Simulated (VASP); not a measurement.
**Pd: relaxation of cell and atoms with RPBE**

Crystal: Pd.

```xyz
1
Lattice="0.0000 1.9465 1.9465 1.9465 0.0000 1.9465 1.9465 1.9465 0.0000" Properties=species:S:1:pos:R:3 pbc="T T T"
Pd    0.0000    0.0000    0.0000
```

```yaml
Program: VASP 6.6.1
Task: relaxation of cell and atoms
Functional: RPBE
Potentials_or_basis: VASP PAW PBE potentials, release 64 (Pd)
Cutoff: 600 eV
k_mesh: 12 × 12 × 12
Occupations: fermi-dirac, width 0.05 eV
Spin: no spin polarisation
Dipole_correction: no
Further_INCAR_settings: ALGO = Fast; EDIFF = 1e-06; IBRION = 2; EDIFFG = -0.01; NSW = 60; ISIF = 3
```

```yaml
Relaxed_volume: 15.72 Å³/atom
Relaxed_cell: a = 2.812 Å, b = 2.812 Å, c = 2.812 Å, α = 60.00°, β = 60.00°, γ = 60.00°
Space_group_after_relaxing_to_0.05_Å: Fm-3m (No. 225)
Energy_gained_by_relaxing: 32.0 meV/atom
Ionic_steps: 4
Pressure_after_relaxing: 0.0 GPa
Band_gap_on_the_k_mesh: zero (band 5 reaches 9.09 eV, above the bottom of band 6 at 7.68 eV)
```

The path:
| step | energy change (eV) | largest force (eV/Å) | pressure (GPa) | volume (Å³) |
| --- | --- | --- | --- | --- |
| 1 | 0.0000 | 0.0000 | 11.43 | 14.75 |
| 2 | 0.0155 | 0.0000 | -9.93 | 17.11 |
| 3 | -0.0320 | 0.0000 | -0.19 | 15.74 |
| 4 | -0.0320 | 0.0000 | 0.02 | 15.72 |

Final structure:
```
CELL_PARAMETERS angstrom
0.00000 1.98814 1.98814
1.98814 0.00000 1.98814
1.98814 1.98814 0.00000
ATOMIC_POSITIONS crystal
Pd 0.00000 0.00000 0.00000
```

Levels at points of the mesh, in eV from the Fermi level:
```
           k point  band 2  band 3  band 4  band 5  band 6  band 7  band 8  band 9
(0.00, 0.00, 0.00)   -2.53   -2.53   -2.53   -1.09   -1.09   17.17   21.62   21.62
(0.50, 0.00, 0.00)   -2.57   -2.57   -0.01   -0.01    1.22    6.90   16.52   20.57
(0.50, 0.50, 0.00)   -4.58   -0.04    0.27    0.27    3.43   10.20   12.95   12.95
```

Wall time 31 s on 1 thread of AMD EPYC 7R13 Processor (Zen 3), on a shared host, peak memory 0.13 GiB.

Caveat: the PAW data sets were made with another functional, which shifts forces and pressure a little. Zero-point motion and thermal expansion aren't in these numbers.
